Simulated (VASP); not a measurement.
# YCl in VASP: further runs

YCl is run at these levels: PBE; tasks: single point.

All numbers are computed with VASP 6.6.1; they aren't measurements. Logs are shortened: lines on timing, memory, paths and dates and some standing lists are left out, and cuts for length are marked.

**1. The cell of the first run**

The cell holds a sheet with vacuum, 4 atoms: a = 3.742 Å, b = 3.742 Å, c = 36.098 Å, α = 90.00°, β = 90.00°, γ = 120.00°.

**2. Single point, PBE**

File INCAR:

```
  PREC = Accurate
  ENCUT = 520
  EDIFF = 1E-6
  ISMEAR = -1
  SIGMA = 0.15
  LREAL = False
  LASPH = True
  NELM = 80
  ALGO = Normal
  ISIF = 2
  LWAVE = False
  LCHARG = False
  LDIPOL = True
  IDIPOL = 3
  DIPOL = 0.5 0.5 0.291
  GGA = PE
  NBANDS = 26
```

File KPOINTS:

```
regular mesh
0
Gamma
  12 12 1
```

File POSCAR:

```
YCl
1.0
    3.7418118567      0.0000000000      0.0000000000
   -1.8709059284      3.2405041241      0.0000000000
    0.0000000000      0.0000000000     36.0981710000
Y Cl
2 2
Direct
    0.6666666667      0.3333333333      0.2514430000
    0.3333333333      0.6666666667      0.3303040000
    0.0000000000      0.0000000000      0.2029090000
    0.0000000000      0.0000000000      0.3788380000
```

Potentials or basis: VASP PAW PBE potentials, release 64 (Y_sv, Cl).

Run with:

```
cat potpaw_PBE.64/Y_sv/POTCAR potpaw_PBE.64/Cl/POTCAR > POTCAR
mpirun -np 1 vasp_std > vasp.out
```

OUTCAR:

```text
PREC = Accurate
   ENCUT = 520
   EDIFF = 1E-6
   ISMEAR = -1
   LREAL = False
   LASPH = True
   NELM = 80
   ISIF = 2
   GGA = PE

 ion  position               nearest neighbor table
   1  0.667  0.333  0.251-   3 2.78   3 2.78   3 2.78   2 3.57   2 3.57   2 3.57
   2  0.333  0.667  0.330-   4 2.78   4 2.78   4 2.78   1 3.57   1 3.57   1 3.57
   3  0.000  0.000  0.203-   1 2.78   1 2.78   1 2.78
   4  0.000  0.000  0.379-   2 2.78   2 2.78   2 2.78

  LATTYP: Found a hexagonal cell.
 ALAT       =     3.7418118567
 C/A-ratio  =     9.6472437371

  Lattice vectors:

 A1 = (   3.7418118567,   0.0000000000,   0.0000000000)
 A2 = (  -1.8709059284,   3.2405041241,   0.0000000000)
 A3 = (   0.0000000000,   0.0000000000,  36.0981710000)

Analysis of symmetry for initial positions (statically):
=====================================================================
 Subroutine PRICEL returns:
 Original cell was already a primitive cell.

 Routine SETGRP: Setting up the symmetry group for a
 hexagonal supercell.

 Subroutine GETGRP returns: Found 12 space group operations
 (whereof  6 operations were pure point group operations)
 out of a pool of 24 trial point group operations.

The static configuration has the point symmetry C_3v.
 The point group associated with its full space group is D_3d.

Analysis of symmetry for dynamics (positions and initial velocities):
=====================================================================
 Subroutine PRICEL returns:
 Original cell was already a primitive cell.

 Routine SETGRP: Setting up the symmetry group for a
 hexagonal supercell.

 Subroutine GETGRP returns: Found 12 space group operations
 (whereof  6 operations were pure point group operations)
 out of a pool of 24 trial point group operations.

The dynamic configuration has the point symmetry C_3v.
 The point group associated with its full space group is D_3d.

 Subroutine INISYM returns: Found 12 space group operations
 (whereof  6 operations are pure point group operations),
 and found     1 'primitive' translations

----------------------------------------------------------------------------------------

                                     Primitive cell

  volume of cell :     437.7032

  direct lattice vectors                    reciprocal lattice vectors
     3.741811857  0.000000000  0.000000000     0.267250209  0.154296980  0.000000000
    -1.870905928  3.240504124  0.000000000     0.000000000  0.308593960  0.000000000
     0.000000000  0.000000000 36.098171000     0.000000000  0.000000000  0.027702235

  length of vectors
     3.741811857  3.741811857 36.098171000     0.308593960  0.308593960  0.027702235

  position of ions in fractional coordinates (direct lattice)
     0.666666667  0.333333333  0.251443000
     0.333333333  0.666666667  0.330304000
     0.000000000  0.000000000  0.202909000
     0.000000000  0.000000000  0.378838000

  ion indices of the primitive-cell ions
   primitive index   ion index
                 1           1
                 2           2
                 3           3
                 4           4

----------------------------------------------------------------------------------------

 KPOINTS: regular mesh

Automatic generation of k-mesh.
 Grid dimensions read from file:
 generate k-points for:   12   12    1

 Generating k-lattice:

  Cartesian coordinates                     Fractional coordinates (reciprocal lattice)
     0.022270851  0.012858082  0.000000000     0.083333333 -0.000000000  0.000000000
     0.000000000  0.025716163  0.000000000     0.000000000  0.083333333  0.000000000
     0.000000000  0.000000000  0.027702235     0.000000000  0.000000000  1.000000000

  Length of vectors
     0.025716163  0.025716163  0.027702235

  Shift w.r.t. Gamma in fractional coordinates (k-lattice)
     0.000000000  0.000000000  0.000000000

 Subroutine IBZKPT returns following result:
 ===========================================

 Found     19 irreducible k-points:

 Following reciprocal coordinates:
            Coordinates               Weight
  0.000000  0.000000  0.000000      1.000000
  0.083333 -0.000000  0.000000      6.000000
  0.166667 -0.000000  0.000000      6.000000
  0.250000  0.000000  0.000000      6.000000
  0.333333 -0.000000  0.000000      6.000000
  0.416667  0.000000  0.000000      6.000000
[... 11 lines left out ...]
  0.333333  0.250000  0.000000     12.000000
  0.333333  0.333333  0.000000      2.000000
   k-points           NKPTS =     19   k-points in BZ     NKDIM =     19   number of bands    NBANDS=     26
   number of dos      NEDOS =    301   number of ions     NIONS =      4
   total plane-waves  NPLWV = 211680
   dimension x,y,z NGX =    28 NGY =   28 NGZ =  270
   dimension x,y,z NGXF=    56 NGYF=   56 NGZF=  540
   ions per type =               2   2
   NGX,Y,Z   is equivalent  to a cutoff of  12.44, 12.44, 12.43 a.u.
   NGXF,Y,Z  is equivalent  to a cutoff of  24.88, 24.88, 24.87 a.u.
 SYSTEM =  unknown system
   PREC   = accura    normal or accurate (medium, high low for compatibility)
   ISTART =      0    job   : 0-new  1-cont  2-samecut
   ICHARG =      2    charge: 1-file 2-atom 10-const
   ISPIN  =      1    spin polarized calculation?
   LNONCOLLINEAR =      F non collinear calculations
   LSORBIT =      F    spin-orbit coupling
   LASPH  =      T    aspherical Exc in radial PAW
   ENCUT  =  520.0 eV  38.22 Ry    6.18 a.u.   6.96  6.96 67.12*2*pi/ulx,y,z
   NELM   =     80;   NELMIN=  2; NELMDL= -5     # of ELM steps
   EDIFF  = 0.1E-05   stopping-criterion for ELM
   LREAL  =      F    real-space projection
   EDIFFG = 0.1E-04   stopping-criterion for IOM
   NSW    =      0    number of steps for IOM
   IBRION =     -1    ionic relax: 0-MD 1-quasi-New 2-CG
   NFREE  =      0    steps in history (QN), initial steepest desc. (CG)
   ISIF   =      2    stress and relaxation
   ISYM   =      2    0-nonsym 1-usesym 2-fastsym
   POTIM  = 0.5000    time-step for ionic-motion
   TEBEG  =    0.0;   TEEND  =   0.0 temperature during run
   PSTRESS=    0.0 pullay stress
   NELECT =      36.0000    total number of electrons
   NUPDOWN=      -1.0000    fix difference up-down
   EMIN   =  10.00;   EMAX   =-10.00  energy-range for DOS
   EFERMI =   0.00;   METHOD = LEGACY
   ISMEAR =    -1;   SIGMA  =   0.15  broadening in eV -4-tet -1-fermi 0-gaus
   EFERMI_NEDOS =   21; number of points for ismear=-14 and -15
   IALGO  =     38    algorithm
   IMIX   =      4    mixing-type and parameters
     AMIX     =   0.40;   BMIX     =  1.00
     AMIX_MAG =   1.60;   BMIX_MAG =  1.00
  volume/ion in A,a.u.               =     109.43       738.44
  Fermi-wavevector in a.u.,A,eV,Ry     =   0.711949  1.345389  6.896410  0.506872
  Thomas-Fermi vector in A             =   1.799196
   LORBIT       =      0    0 simple, 1 ext, 2 COOP (PROOUT), +10 PAW based schemes
   GGA     = PE    functional components
   LHFCALC =     F    Hartree Fock is set to
   AEXX    =    0.0000 exact exchange contribution
   IVDW    =     0    specifies the selected vdW correction
   LEPSILON=     F    determine dielectric tensor
   LRPA    =     F    only Hartree local field effects (RPA)
 non-spin polarized calculation
  energy-cutoff  :      520.00
  volume of cell :      437.70
 maximum number of plane-waves:     11847
 NGX is ok and might be reduce to    28
   NGX = 13   NGY = 13   NGZ =135

 dipolmoment           0.000000      0.000000     -0.000000 electrons x Angstroem

 number of electron      35.9999997 magnetization

 dipolmoment           0.000000      0.000000      0.000000 electrons x Angstroem

 Free energy of the ion-electron system (eV)
  ---------------------------------------------------
  ext. energy  EPLUGINS =         0.00000000
  ---------------------------------------------------
  free energy    TOTEN  =       -22.61933262 eV

  energy without entropy =      -22.30107992  energy(sigma->0) =      -22.46020627

 E-fermi :  -2.5490     XC(G=0):  -2.5735

 val. band max:       -2.5523223292   @ k =   0.2500   0.2500   0.0000
 cond. band min:      -2.5488272554   @ k =   0.3333   0.1667   0.0000
 fundamental gap:      0.0034950738
 Fermi energy:        -2.5489887742

 k-point     1 :       0.0000    0.0000    0.0000
  band No.  band energies     occupation
      1     -45.5298      2.00000
      2     -45.4982      2.00000
      3     -25.6797      2.00000
      4     -25.4288      2.00000
      5     -25.3819      2.00000
      6     -25.3819      2.00000
[... 18 lines left out ...]
     25       0.3647      0.00000
     26       0.4938      0.00000

 k-point     2 :       0.0833   -0.0000    0.0000
  band No.  band energies     occupation
      1     -45.5276      2.00000
      2     -45.4969      2.00000
      3     -25.6705      2.00000
      4     -25.4516      2.00000
      5     -25.3879      2.00000
      6     -25.3804      2.00000
[... 18 lines left out ...]
     25       0.4349      0.00000
     26       0.8540      0.00000

 k-point     3 :       0.1667   -0.0000    0.0000
  band No.  band energies     occupation
      1     -45.5214      2.00000
      2     -45.4936      2.00000
      3     -25.6456      2.00000
      4     -25.5087      2.00000
      5     -25.4290      2.00000
      6     -25.4039      2.00000
[... 427 lines left out ...]
 k-point    18 :       0.3333    0.2500    0.0000
  band No.  band energies     occupation
      1     -45.4883      2.00000
      2     -45.4829      2.00000
      3     -25.6727      2.00000
      4     -25.6413      2.00000
      5     -25.5767      2.00000
      6     -25.5233      2.00000
[... 18 lines left out ...]
     25       1.5657      0.00000
     26       2.2478      0.00000

 k-point    19 :       0.3333    0.3333    0.0000
  band No.  band energies     occupation
      1     -45.4847      2.00000
      2     -45.4847      2.00000
      3     -25.6554      2.00000
      4     -25.6070      2.00000
      5     -25.6070      2.00000
      6     -25.5694      2.00000
[... 18 lines left out ...]
     25       1.2313      0.00000
     26       2.4328      0.00000

------------------------ aborting loop because EDIFF is reached ----------------------------------------

 vacuum level on the upper side and lower side of the slab       (xc-potential included)        -0.041        -0.041

  FORCE on cell =-STRESS in cart. coord.  units (eV):
  Direction    XX          YY          ZZ          XY          YZ          ZX
  --------------------------------------------------------------------------------------
  -------------------------------------------------------------------------------------
  Total        0.1957856      0.1957856     -0.4085941     -0.0000000      0.0000000     -0.0000000
  in kB        0.7166573      0.7166573     -1.4956258     -0.0000000      0.0000000     -0.0000000
  external PRESSURE =      -0.0207704 kB  Pullay stress =       0.0000000 kB

 VOLUME and BASIS-vectors are now :
 -----------------------------------------------------------------------------
  energy-cutoff  :      520.00
  volume of cell :      437.70
      direct lattice vectors                 reciprocal lattice vectors
     3.741811857  0.000000000  0.000000000     0.267250209  0.154296980  0.000000000
    -1.870905928  3.240504124  0.000000000     0.000000000  0.308593960  0.000000000
     0.000000000  0.000000000 36.098171000     0.000000000  0.000000000  0.027702235

 POSITION                                       TOTAL-FORCE (eV/Angst)
 -----------------------------------------------------------------------------------
      1.87091      1.08017      9.07663        -0.000000      0.000000     -0.039763
     -0.00000      2.16034     11.92337         0.000000     -0.000000      0.039763
      0.00000      0.00000      7.32464        -0.000000     -0.000000      0.077929
      0.00000      0.00000     13.67536         0.000000      0.000000     -0.077929
 -----------------------------------------------------------------------------------
    total drift:                                0.000000     -0.000000      0.000007

  FREE ENERGIE OF THE ION-ELECTRON SYSTEM (eV)
  ---------------------------------------------------
  free  energy   TOTEN  =       -22.6193326170 eV

  energy  without entropy=      -22.3010799224  energy(sigma->0) =      -22.46020627

 vacuum level on the upper side and lower side of the slab         2.019         2.019
```

Run time: 6 min. Hardware: 1 thread of Intel Xeon Platinum 8559C (Emerald Rapids), shared host; peak memory 0.6 GiB.

Results:

```
Free energy            : -22.6193 eV
Largest force          : 0.078 eV/Å
Band gap on the k mesh : zero (band 18 reaches -2.57 eV, above the bottom of band 19 at -2.64 eV)
```

Forces on the atoms (eV/Å):
```
Y    0.000  0.000 -0.040
Y    0.000  0.000  0.040
Cl   0.000  0.000  0.078
Cl   0.000  0.000 -0.078
```

**3. Single point, PBE**

This run uses another cell than the first one, of 111.16 Å³/atom, 1.016 times its volume.

File INCAR:

```
ALGO = Normal
DIPOL = 0.5 0.5 0.291
EDIFF = 1E-6
ENCUT = 520
GGA = PE
IDIPOL = 3
ISIF = 2
ISMEAR = -1
LASPH = True
LCHARG = True
LDIPOL = True
LELF = True
LREAL = False
LVACPOTAV = True
LVHAR = True
LWAVE = False
NBANDS = 26
NELM = 60
PREC = Accurate
SIGMA = 0.15
```

File KPOINTS:

```
k-points
0
Gamma
  12 12 1
```

File POSCAR:

```
YCl
1.0
    3.7712730616      0.0000000000      0.0000000000
   -1.8856365308      3.2660182760      0.0000000000
    0.0000000000      0.0000000000     36.0981710000
Y Cl
2 2
Direct
    0.6666666667      0.3333333333      0.2516731088
    0.3333333333      0.6666666667      0.3300738912
    0.0000000000      0.0000000000      0.2039435539
    0.0000000000      0.0000000000      0.3778034461
```

Potentials or basis: VASP PAW PBE potentials, release 64 (Y_sv, Cl).

Run with:

```
cat potpaw_PBE.64/Y_sv/POTCAR potpaw_PBE.64/Cl/POTCAR > POTCAR
mpirun -np 1 vasp_std > vasp.out
```

OUTCAR:

```text
EDIFF = 1E-6
   ENCUT = 520
   GGA = PE
   ISIF = 2
   ISMEAR = -1
   LASPH = True
   LREAL = False
   NELM = 60
   PREC = Accurate

 ion  position               nearest neighbor table
   1  0.667  0.333  0.252-   3 2.78   3 2.78   3 2.78   2 3.57   2 3.57   2 3.57
   2  0.333  0.667  0.330-   4 2.78   4 2.78   4 2.78   1 3.57   1 3.57   1 3.57
   3  0.000  0.000  0.204-   1 2.78   1 2.78   1 2.78
   4  0.000  0.000  0.378-   2 2.78   2 2.78   2 2.78

  LATTYP: Found a hexagonal cell.
 ALAT       =     3.7712730616
 C/A-ratio  =     9.5718794185

  Lattice vectors:

 A1 = (   3.7712730616,   0.0000000000,   0.0000000000)
 A2 = (  -1.8856365308,   3.2660182760,   0.0000000000)
 A3 = (   0.0000000000,   0.0000000000,  36.0981710000)

Analysis of symmetry for initial positions (statically):
=====================================================================
 Subroutine PRICEL returns:
 Original cell was already a primitive cell.

 Routine SETGRP: Setting up the symmetry group for a
 hexagonal supercell.

 Subroutine GETGRP returns: Found 12 space group operations
 (whereof  6 operations were pure point group operations)
 out of a pool of 24 trial point group operations.

The static configuration has the point symmetry C_3v.
 The point group associated with its full space group is D_3d.

Analysis of symmetry for dynamics (positions and initial velocities):
=====================================================================
 Subroutine PRICEL returns:
 Original cell was already a primitive cell.

 Routine SETGRP: Setting up the symmetry group for a
 hexagonal supercell.

 Subroutine GETGRP returns: Found 12 space group operations
 (whereof  6 operations were pure point group operations)
 out of a pool of 24 trial point group operations.

The dynamic configuration has the point symmetry C_3v.
 The point group associated with its full space group is D_3d.

 Subroutine INISYM returns: Found 12 space group operations
 (whereof  6 operations are pure point group operations),
 and found     1 'primitive' translations

[... 118 lines left out ...]
   LHFCALC =     F    Hartree Fock is set to
   AEXX    =    0.0000 exact exchange contribution
   IVDW    =     0    specifies the selected vdW correction
   LEPSILON=     F    determine dielectric tensor
   LRPA    =     F    only Hartree local field effects (RPA)
 non-spin polarized calculation
  energy-cutoff  :      520.00
  volume of cell :      444.62
 maximum number of plane-waves:     12035
 NGX is ok and might be reduce to    28
   NGX = 13   NGY = 13   NGZ =135

 number of electron      35.9999996 magnetization

 dipolmoment           0.000000      0.000000     -0.000000 electrons x Angstroem

 Free energy of the ion-electron system (eV)
  ---------------------------------------------------
  ext. energy  EPLUGINS =         0.00000000
  ---------------------------------------------------
  free energy    TOTEN  =       -22.62332135 eV

  energy without entropy =      -22.29757549  energy(sigma->0) =      -22.46044842

 E-fermi :  -2.4955     XC(G=0):  -2.5475

 val. band max:       -2.5133539441   @ k =   0.3333   0.1667   0.0000
 cond. band min:      -2.4937576407   @ k =   0.4167   0.0000   0.0000
 fundamental gap:      0.0195963033
 Fermi energy:        -2.4954821145

 k-point     1 :       0.0000    0.0000    0.0000
  band No.  band energies     occupation
      1     -45.5046      2.00000
      2     -45.4727      2.00000
      3     -25.6526      2.00000
      4     -25.4040      2.00000
      5     -25.3674      2.00000
      6     -25.3674      2.00000
[... 540 lines left out ...]
     25       1.2764      0.00000
     26       2.4709      0.00000

------------------------ aborting loop because EDIFF is reached ----------------------------------------

 vacuum level on the upper side and lower side of the slab       (xc-potential included)        -0.113        -0.112

  FORCE on cell =-STRESS in cart. coord.  units (eV):
  Direction    XX          YY          ZZ          XY          YZ          ZX
  --------------------------------------------------------------------------------------
  -------------------------------------------------------------------------------------
  Total       -0.0575331     -0.0575331     -0.0300975      0.0000000      0.0000000      0.0000000
  in kB       -0.2073179     -0.2073179     -0.1084549      0.0000000      0.0000000      0.0000000
  external PRESSURE =      -0.1743636 kB  Pullay stress =       0.0000000 kB

 VOLUME and BASIS-vectors are now :
 -----------------------------------------------------------------------------
  energy-cutoff  :      520.00
  volume of cell :      444.62
      direct lattice vectors                 reciprocal lattice vectors
     3.771273062  0.000000000  0.000000000     0.265162449  0.153091611  0.000000000
    -1.885636531  3.266018276  0.000000000     0.000000000  0.306183222  0.000000000
     0.000000000  0.000000000 36.098171000     0.000000000  0.000000000  0.027702235

 POSITION                                       TOTAL-FORCE (eV/Angst)
 -----------------------------------------------------------------------------------
      1.88564      1.08867      9.08494         0.000000      0.000000      0.006034
     -0.00000      2.17735     11.91506        -0.000000      0.000000     -0.006034
      0.00000      0.00000      7.36199         0.000000      0.000000     -0.002051
      0.00000      0.00000     13.63801         0.000000      0.000000      0.002051
 -----------------------------------------------------------------------------------
    total drift:                                0.000000      0.000000     -0.000026

  FREE ENERGIE OF THE ION-ELECTRON SYSTEM (eV)
  ---------------------------------------------------
  free  energy   TOTEN  =       -22.6233213521 eV

  energy  without entropy=      -22.2975754941  energy(sigma->0) =      -22.46044842

 vacuum level on the upper side and lower side of the slab         1.987         1.987
```

Run time: 5.9 min. Hardware: 1 thread of Intel Xeon Platinum 8559C (Emerald Rapids), shared host; peak memory 0.6 GiB.

What came out:

```
Free energy                     : -22.6233 eV
Largest force                   : 0.006 eV/Å
Band gap on the k mesh          : zero (band 18 reaches -2.52 eV, above the bottom of band 19 at -2.60 eV)
Work function of the upper face : 4.48 eV
Work function of the lower face : 4.48 eV
```

Forces in eV/Å, atoms in the order of the input:
```
Y    0.000  0.000  0.006
Y    0.000  0.000 -0.006
Cl   0.000  0.000 -0.002
Cl   0.000  0.000  0.002
```

Levels at points of the mesh, in eV from the Fermi level:
```csv
k point,band 14,band 15,band 16,band 17,band 18,band 19,band 20,band 21,band 22,band 23
"(0.00, 0.00, 0.00)",-4.26,-4.24,-4.24,-2.01,-0.22,1.67,1.67,1.79,2.21,2.21
"(0.50, 0.00, 0.00)",-4.89,-4.55,-4.53,-0.60,-0.30,-0.10,1.06,2.40,4.10,4.34
```
